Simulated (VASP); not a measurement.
A run of VASP 6.6.1 is set up as follows.

POSCAR

```
BeTe
1.0
    0.0000000000      2.8003373892      2.8003373892
    2.8003373892      0.0000000000      2.8003373892
    2.8003373892      2.8003373892      0.0000000000
Be Te
1 1
Direct
    0.0000000000      0.0000000000      0.0000000000
    0.2500000000      0.2500000000      0.2500000000
```

INCAR.step1

```
PREC = Accurate
ENCUT = 500
EDIFF = 1E-8
ISMEAR = 0
SIGMA = 0.01
LREAL = False
LASPH = True
NELM = 80
ALGO = Normal
LWAVE = True
LCHARG = False
GGA = PE
```

The input INCAR.step2:

```
PREC = Accurate
ENCUT = 500
EDIFF = 1E-8
ISMEAR = 0
SIGMA = 0.01
LREAL = False
LASPH = True
NELM = 1
ALGO = Exact
LWAVE = True
LCHARG = False
GGA = PE
NBANDS = 187
LOPTICS = True
ISTART = 1
```

Contents of INCAR.step3:

```
PREC = Accurate
ENCUT = 500
EDIFF = 1E-8
ISMEAR = 0
SIGMA = 0.01
LREAL = False
LASPH = True
ALGO = EVGW0
LWAVE = False
LCHARG = False
GGA = PE
NELMGW = 1
NBANDS = 187
ENCUTGW = 150.0
NOMEGA = 96
PRECFOCK = Fast
ISTART = 1
NBANDSGW = 12
OMEGAMAX = 30
```

KPOINTS

```
regular mesh
0
Gamma
  4 4 4
```

Potentials or basis: VASP PAW PBE potentials, release 64 (Be_GW, Te_GW).

Run with:

```console
$ cat potpaw_PBE.64/Be_GW/POTCAR potpaw_PBE.64/Te_GW/POTCAR > POTCAR
$ cp INCAR.step1 INCAR
$ mpirun -np 1 vasp_std > vasp.out
$ cp INCAR.step2 INCAR
$ mpirun -np 1 vasp_std > vasp.out
$ cp INCAR.step3 INCAR
$ mpirun -np 1 vasp_std > vasp.out
```

**Question.** What does it give for the quasiparticle gap?

**Answer.** 2.74 eV.

**Question.** Estimate the least direct quasiparticle gap.

**Answer.** 4.62 eV.

**Question.** Estimate the band gap of the starting levels on the mesh.

**Answer.** 1.92 eV.

Caveat: the k points lie up to 0.49 Å⁻¹ apart; bands, screening cutoff and mesh are small and nothing is extrapolated, so the quasiparticle values aren't converged; spin-orbit coupling is left out, which moves the levels of the heavy elements.
